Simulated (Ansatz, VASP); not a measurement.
# Two plane-wave programs on SiO2

INCAR

```
ALGO     = Normal         # electronic algorithm
EDIFF    = 1E-6           # SCF threshold, eV
ENCUT    = 520            # plane-wave cutoff, eV
GGA      = CA             # functional
ISIF     = 2              # what is computed and relaxed
ISMEAR   = -1             # smearing method
LASPH    = True           # aspherical terms in the spheres
LCHARG   = False          # write CHGCAR
LREAL    = False          # projectors in reciprocal space
LWAVE    = False          # write WAVECAR
NBANDS   = 44             # bands
NELM     = 100            # most SCF steps
PREC     = Accurate       # precision mode
SIGMA    = 0.05           # smearing width, eV
```

KPOINTS

```
k-points
0
Gamma
  7 7 7
```

The input POSCAR:

```
SiO2
1.0
    0.0000000000      4.7162571100      7.3627753715
    2.3595806657      0.0000000000      7.3627753715
    2.3595806657      4.7162571100      0.0000000000
Si O
4 8
Direct
    0.9367689200      0.9367689200      0.5632310800
    0.6867689200      0.6867689200      0.3132310800
    0.3132310800      0.3132310800      0.6867689200
    0.5632310800      0.5632310800      0.9367689200
    0.0634396000      0.4365604000      0.0634396000
    0.4365604000      0.0634396000      0.4365604000
    0.8134396000      0.1865604000      0.8134396000
    0.1865604000      0.8134396000      0.1865604000
    0.1250000000      0.6250000000      0.6250000000
    0.6250000000      0.6250000000      0.6250000000
    0.6250000000      0.6250000000      0.1250000000
    0.6250000000      0.1250000000      0.6250000000
```

File input.yaml:

```yaml
crystal:
  lattice:
    - [0.0, 4.71625711, 7.3627753715]
    - [2.3595806657, 0.0, 7.3627753715]
    - [2.3595806657, 4.71625711, 0.0]
  atoms:
    - { symbol: Si, position: [0.93676892, 0.93676892, 0.56323108] }
    - { symbol: Si, position: [0.68676892, 0.68676892, 0.31323108] }
    - { symbol: Si, position: [0.31323108, 0.31323108, 0.68676892] }
    - { symbol: Si, position: [0.56323108, 0.56323108, 0.93676892] }
    - { symbol: O, position: [0.0634396, 0.4365604, 0.0634396] }
    - { symbol: O, position: [0.4365604, 0.0634396, 0.4365604] }
    - { symbol: O, position: [0.8134396, 0.1865604, 0.8134396] }
    - { symbol: O, position: [0.1865604, 0.8134396, 0.1865604] }
    - { symbol: O, position: [0.125, 0.625, 0.625] }
    - { symbol: O, position: [0.625, 0.625, 0.625] }
    - { symbol: O, position: [0.625, 0.625, 0.125] }
    - { symbol: O, position: [0.625, 0.125, 0.625] }
hamiltonian:
  xc: lda
  pseudopotentials: { kind: paw }
kpoints:
  mp_grid: { grid: [7, 7, 7] }
  band_path:
    path:
      - [[0.0, 0.0, 0.0], [0.5, 0.0, 0.5], [1.0, 0.5, 0.5], [0.5, 0.5, 0.0], [0.0, 0.0, 0.0], [0.0, 0.3382529499, 0.3382529499], [0.5, 0.2130989552, 0.7130989552], [0.5, 0.0, 0.5]]
      - [[1.0, 0.5, 0.5], [1.0, 0.6617470501, 0.6617470501]]
      - [[0.0, 0.3382529499, 0.3382529499], [0.5, 0.7869010448, 0.2869010448], [0.5, 0.5, 0.0]]
      - [[0.5, 0.5, 0.5], [0.0, 0.0, 0.0]]
    npoints: 10
scf:
  occupations: { method: fermi_dirac, width: 0.05 }
  n_extra_bands: 30
output:
  forces: true
  stress: true
  eigenvalues: true
  fatbands: true
  write_density: true
  write_potential: true
  elf: true
  volumetric_format: npy
```

Alike in both runs: functional LDA; k mesh 7 × 7 × 7; occupations fermi-dirac, width 0.05 eV; no spin polarisation.

|  | VASP | Ansatz |
| --- | --- | --- |
| version | VASP 6.6.1 | Ansatz 0.2.0 |
| potentials or method | VASP PAW LDA potentials, release 64 (Si, O) | Ansatz PAW |
| plane-wave cutoff (eV) | 520 | 420 |
| valence electrons in the cell | 64 | 64 |
| task | single point | band structure |

|  | VASP | Ansatz | Ansatz less VASP |
| --- | --- | --- | --- |
| gap on the k mesh at the Fermi level (eV) | 5.53 | 5.53 | -0.003 |
| least direct gap on the mesh (eV) | 5.53 | 5.53 | -0.003 |
| pressure (GPa) | -1.1 | -1.7 | -0.58 |
| traceless stress, the component that is largest in VASP (GPa) | -0.13 | -0.24 | -0.109 |
| rms of the force components (eV/Å) | 0.018 | 0.034 | +0.0165 |

LDA's correlation is that of Perdew and Zunger in VASP and of Perdew and Wang (1992) in Ansatz. Atom by atom the forces differ by 0.016 eV/Å (rms over components).
